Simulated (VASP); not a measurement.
Input of a VASP 6.6.1 run:

Contents of INCAR:

```
SYSTEM = Si2BiTe2
ALGO = Normal ; EDIFF = 1E-7
ENCUT = 520 ; GGA = PE
ISIF = 2 ; ISMEAR = 0
LASPH = .TRUE. ; LCHARG = .TRUE.
LELF = .TRUE. ; LREAL = .FALSE.
LVHAR = .TRUE. ; LWAVE = .FALSE.
NBANDS = 26 ; NELM = 100
PREC = Accurate ; SIGMA = 0.1
```

The input KPOINTS:

```
k-points
0
G
  4 4 4
  0 0 0
```

The input POSCAR:

```
Si2BiTe2
1.0
   -3.2020856600      3.2020856600      3.1246298900
    3.2020856600     -3.2020856600      3.1246298900
    3.2020856600      3.2020856600     -3.1246298900
Si Bi Te
2 1 2
Direct
    0.1744772300      0.1744772300      0.0000000000
    0.8255227700      0.8255227700      0.0000000000
    0.5000000000      0.5000000000      0.0000000000
    0.5000000000      0.0000000000      0.5000000000
    0.0000000000      0.5000000000      0.5000000000
```

Potentials or basis: VASP PAW PBE potentials, release 64 (Si, Bi_d, Te).

Command:

```console
$ cat potpaw_PBE.64/Si/POTCAR potpaw_PBE.64/Bi_d/POTCAR potpaw_PBE.64/Te/POTCAR > POTCAR
$ mpirun -np 1 vasp_std > vasp.out
```

(1) Predict the largest force.

(2) What does it give for the pressure?

Answers

(1) 11.749 eV/Å.

(2) 26.1 GPa.

Caveat: forces of over 1 eV/Å act on the atoms, so gaps and moduli don't describe the material at rest.
